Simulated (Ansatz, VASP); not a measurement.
# TiAl: VASP beside Ansatz

File POSCAR:

```
TiAl
1.0
    2.8672622327      0.0000000000      0.0000000000
   -1.4336311163      2.4831219328      0.0000000000
    0.0000000000      0.0000000000      4.6780830000
Ti Al
1 1
Direct
   -0.0952843021     -0.0697529503     -0.0370247986
    0.3333333333      0.6666666667      0.5000000000
```

INCAR.step1

```
PREC = Accurate
ENCUT = 550
ISMEAR = 0
SIGMA = 0.15
LREAL = False
LASPH = True
NELM = 120
NBANDS = 14
GGA = PE
ALGO = Normal
EDIFF = 1E-5
LWAVE = True
LCHARG = False
GGA_COMPAT = False
```

The input INCAR.step2:

```
PREC = Accurate
ENCUT = 550
EDIFF = 1E-6
ISMEAR = 0
SIGMA = 0.15
LREAL = False
LASPH = True
NELM = 120
ALGO = Normal
ISIF = 2
LWAVE = False
LCHARG = False
METAGGA = R2SCAN
LMIXTAU = True
NBANDS = 14
ISTART = 1
GGA_COMPAT = False
```

KPOINTS

```
Automatic mesh
0
Gamma
  18 18 10
```

Input for Ansatz:

```yaml
crystal:
  lattice:
    - [2.8672622327, 0.0, 0.0]
    - [-1.4336311163, 2.4831219328, 0.0]
    - [0.0, 0.0, 4.678083]
  atoms:
    - { symbol: Ti, position: [-0.0952843021, -0.0697529503, -0.0370247986] }
    - { symbol: Al, position: [0.3333333333, 0.6666666667, 0.5] }
basis:
  ecutwfc: 500
kpoints:
  mp_grid: { grid: [18, 18, 10] }
hamiltonian:
  xc: r2scan
scf:
  occupations: { method: gaussian, width: 0.15 }
output:
  forces: true
  stress: true
  eigenvalues: true
```

Change from the starting cell: all Ti atoms moved -0.300 Å, as atom 1 along Cartesian [1 1 1].

Alike in both runs: task single point; functional r2SCAN; k mesh 18 × 18 × 10; occupations gaussian, width 0.15 eV; no spin polarisation.

|  | VASP | Ansatz |
| --- | --- | --- |
| version | VASP 6.6.1 | Ansatz 0.2.0 |
| potentials or method | VASP PAW PBE potentials, release 64 (Ti_sv, Al), cutoff 550 eV | scalar-relativistic, plane waves, PAW |
| valence electrons in the cell | 15 | 15 |

```csv
,VASP,Ansatz,Ansatz less VASP
gap on the k mesh at the Fermi level (eV),none,none,-
pressure (GPa),1.1,1.0,-0.11
"traceless stress, the component that is largest in VASP (GPa)",-3.64,-3.64,0.000
rms of the force components (eV/Å),0.888,0.882,-0.0061
```

VASP's potentials were made for PBE, not for r2SCAN. Atom by atom the forces differ by 0.007 eV/Å (rms over components). A gap of «none» marks a metal or a gap that the smearing closes.
